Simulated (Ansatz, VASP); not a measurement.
## TaSi6 in VASP and in Ansatz

```
Ta Si
1.0
     5.74605    0.00000    0.00000
     0.00000    5.74605    0.00000
     0.00000    0.00000    5.74605
Ta Si
1 6
Direct
  0.00000 0.00000 0.00000
  0.20083 0.50000 0.50000
  0.50000 0.20083 0.50000
  0.79917 0.50000 0.50000
  0.50000 0.79917 0.50000
  0.50000 0.50000 0.20083
  0.50000 0.50000 0.79917
```

Change from the starting cell: species swapped into the LaB6 type (Pm-3m, No. 221).

Alike in both runs: functional PBE; k mesh 8 × 8 × 8; occupations gaussian, width 0.1 eV; no spin polarisation.

Ansatz relaxed the structure, and its values are those at the end. VASP's run is a single point on that final structure, the one shown.

```csv
,VASP,Ansatz
version,VASP 6.6.1,Ansatz 0.2.0
potentials or method,"VASP PAW PBE potentials, release 64 (Ta_pv, Si), cutoff 520 eV","scalar-relativistic, plane waves, PAW"
valence electrons in the cell,35,37
```

|  | VASP | Ansatz | Ansatz less VASP |
| --- | --- | --- | --- |
| gap on the k mesh at the Fermi level (eV) | none | none | - |
| pressure (GPa) | 0.0 | 0.0 | +0.05 |

A gap of «none» marks a metal or a gap that the smearing closes. With one functional, cell and mesh, what is left measures potentials, basis and numerics. VASP's potentials hold 35 valence electrons a cell and Ansatz's 37, so a difference there can come from the potentials and not from the codes.

Spin-orbit coupling is off throughout.
